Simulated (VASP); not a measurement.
Here is a VASP 6.6.1 calculation.

INCAR

```
SYSTEM = CaBe2O3
PREC     = Accurate       ! precision mode
ENCUT    = 520            ! plane-wave cutoff, eV
EDIFF    = 1E-6           ! SCF threshold, eV
ISMEAR   = 0              ! smearing method
SIGMA    = 0.1            ! smearing width, eV
LREAL    = .FALSE.        ! projectors in reciprocal space
LASPH    = .TRUE.         ! aspherical terms in the spheres
NELM     = 80             ! most SCF steps
ALGO     = Normal         ! electronic algorithm
ISIF     = 2              ! what is computed and relaxed
LWAVE    = .FALSE.        ! write WAVECAR
LCHARG   = .TRUE.         ! write CHGCAR
GGA      = PE             ! functional
LELF     = .TRUE.         ! ELF
LVHAR    = .TRUE.       
NBANDS   = 25             ! bands
```

Contents of KPOINTS:

```
Automatic mesh
0
G
  4 4 6
  0 0 0
```

The input POSCAR:

```
CaBe2O3
1.0
    2.3904597090     -4.2271877685      0.0000000000
    2.3904597090      4.2271877685      0.0000000000
    0.0000000000      0.0000000000      2.6459349587
Ca Be O
1 2 3
Direct
    0.5000000000      0.5000000000      0.0000000000
    0.1795350576      0.8204649424      0.0000000000
    0.8204649424      0.1795350576      0.0000000000
    0.0000000000      0.0000000000      0.0000000000
    0.5000000000      0.0000000000      0.5000000000
    0.0000000000      0.5000000000      0.5000000000
```

Potentials or basis: VASP PAW PBE potentials, release 64 (Ca_sv, Be, O).

Command:

```console
$ cat potpaw_PBE.64/Ca_sv/POTCAR potpaw_PBE.64/Be/POTCAR potpaw_PBE.64/O/POTCAR > POTCAR
$ mpirun -np 1 vasp_std > vasp.out
```

Q: Estimate the largest force.

A: 0.013 eV/Å.

Q: Predict the band gap on the k mesh.

A: 0.61 eV, indirect (least direct gap 0.63 eV).

Stress tensor (GPa, compression positive):
```
0.43 0.00 0.00
0.00 0.18 0.00
0.00 0.00 0.23
```

A k mesh can miss the band edges.
